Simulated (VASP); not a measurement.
## MgO: single point with r2SCAN

Crystal: MgO.

```
Mg O
1.0
     0.00000    2.13750    2.13750
     2.13750    0.00000    2.13750
     2.13750    2.13750    0.00000
Mg O
1 1
Direct
  0.00000 0.00000 0.00000
  0.50000 0.50000 0.50000
```

* Program: VASP 6.6.1
* Task: single point
* Functional: r2SCAN
* Potentials or basis: VASP PAW PBE potentials, release 64 (Mg_sv, O)
* Cutoff: 660 eV
* k mesh: 9 × 9 × 9
* Occupations: fermi-dirac, width 0.02 eV
* Spin: no spin polarisation
* Dipole correction: no
* Second run: valence_matched
* Further INCAR settings: ALGO = Normal; EDIFF = 1e-06; NBANDS = 15

```yaml
Pressure: -7.7 GPa
Band_gap_on_the_k_mesh: 5.22 eV, direct
```

Levels at points of the mesh, in eV from the valence-band top:
| k point | band 4 | band 5 | band 6 | band 7 | band 8 | band 9 | band 10 | band 11 | band 12 | band 13 |
| --- | --- | --- | --- | --- | --- | --- | --- | --- | --- | --- |
| (0.00, 0.00, 0.00) | -40.24 | -17.97 | 0.00 | 0.00 | 0.00 | 5.22 | 16.60 | 16.60 | 16.60 | 20.57 |

Run time: 65 s on 1 thread of Intel(R) Xeon(R) Platinum 8259CL CPU @ 2.50GHz (Skylake/Cascade Lake) (shared host), peak memory 0.16 GiB.

Caveat: the PAW data sets were made with another functional, which shifts forces and pressure a little. r2SCAN opens gaps a little over a GGA but as a rule still falls short of measured ones.
